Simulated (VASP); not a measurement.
C:

```xyz
2
Lattice="0.0000 2.0104 2.0104 2.0104 0.0000 2.0104 2.0104 2.0104 0.0000" Properties=species:S:1:pos:R:3 pbc="T T T"
C    -0.5026   -0.5026   -0.5026
C     0.5026    0.5026    0.5026
```

```yaml
Program: VASP 6.6.1
Task: relaxation of cell and atoms
Functional: PBE
Potentials_or_basis: VASP PAW PBE potentials, release 64 (C)
Cutoff: 600 eV
k_mesh: 14 × 14 × 14
Occupations: fermi-dirac, width 0.02 eV
Spin: no spin polarisation
```

At the start: pressure -77.4 GPa; volume 8.13 Å³/atom.

Question: How do energy, volume and symmetry change on relaxing?

Answer: Over 7 steps the energy falls by 789.2 meV/atom and the volume is 5.69 Å³/atom (-29.9 %); space group Fd-3m (No. 227, to 0.1 Å) before and after.

The path:
```csv
step,energy change (eV),largest force (eV/Å),pressure (GPa),volume (Å³)
1,0.0000,0.0000,-77.38,16.25
2,-0.2258,0.0000,195.94,8.66
3,-1.5749,0.0000,-6.37,11.56
4,-1.5781,0.0000,-1.52,11.43
5,-1.5781,0.0000,1.74,11.34
6,-1.5780,0.0000,-1.84,11.44
7,-1.5783,0.0000,0.01,11.39
```

Final structure:
```
CELL_PARAMETERS angstrom
0.00000 1.78563 1.78563
1.78563 0.00000 1.78563
1.78563 1.78563 0.00000
ATOMIC_POSITIONS crystal
C 0.87500 0.87500 0.87500
C 0.12500 0.12500 0.12500
```

Caveat: the volume moved by over 15 % at a fixed basis, so the end points are rough.
